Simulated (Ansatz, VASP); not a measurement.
One calculation of Nb, two programs

Contents of INCAR:

```
SYSTEM = Nb
  PREC = Accurate
  ENCUT = 520
  EDIFF = 1E-6
  ISMEAR = -1
  SIGMA = 0.05
  LREAL = .False.
  LASPH = .True.
  NELM = 100
  ALGO = Normal
  ISIF = 2
  LWAVE = .False.
  LCHARG = .False.
  NBANDS = 12
```

File KPOINTS:

```
regular mesh
0
Gamma
  11 11 11
  0 0 0
```

POSCAR

```
Nb
1.0
    0.0000000000      2.1428321391      2.1428321391
    2.1428321391      0.0000000000      2.1428321391
    2.1428321391      2.1428321391      0.0000000000
Nb
1
Direct
    0.0000000000      0.0000000000      0.0000000000
```

File input.yaml:

```yaml
crystal:
  lattice:
    - [0.0, 2.1428321391, 2.1428321391]
    - [2.1428321391, 0.0, 2.1428321391]
    - [2.1428321391, 2.1428321391, 0.0]
  atoms:
    - { symbol: Nb, position: [0.0, 0.0, 0.0] }
kpoints:
  mp_grid: { grid: [11, 11, 11] }
scf:
  occupations: { method: fermi_dirac, width: 0.05 }
hamiltonian:
  xc: lda
  pseudopotentials: { kind: all_electron, lapw: { basis_error: 0.001 } }
output:
  forces: true
  stress: true
  eigenvalues: true
```

Change from the starting cell: volume scaled by 1.04.

Alike in both runs: task single point; functional LDA; k mesh 11 × 11 × 11; occupations fermi-dirac, width 0.05 eV; no spin polarisation.

|  | VASP | Ansatz |
| --- | --- | --- |
| version | VASP 6.6.1 | Ansatz 0.2.0 |
| potentials or method | VASP PAW LDA potentials, release 64 (Nb_sv), cutoff 520 eV | all-electron LAPW, scalar-relativistic |

|  | VASP | Ansatz | Ansatz less VASP |
| --- | --- | --- | --- |
| gap on the k mesh at the Fermi level (eV) | none | none | - |
| pressure (GPa) | -16.3 | -16.1 | +0.13 |

LDA's correlation is that of Perdew and Zunger in VASP and of Perdew and Wang (1992) in Ansatz. A gap of «none» marks a metal or a gap that the smearing closes. Ansatz ran all-electron here, and VASP with PAW potentials.
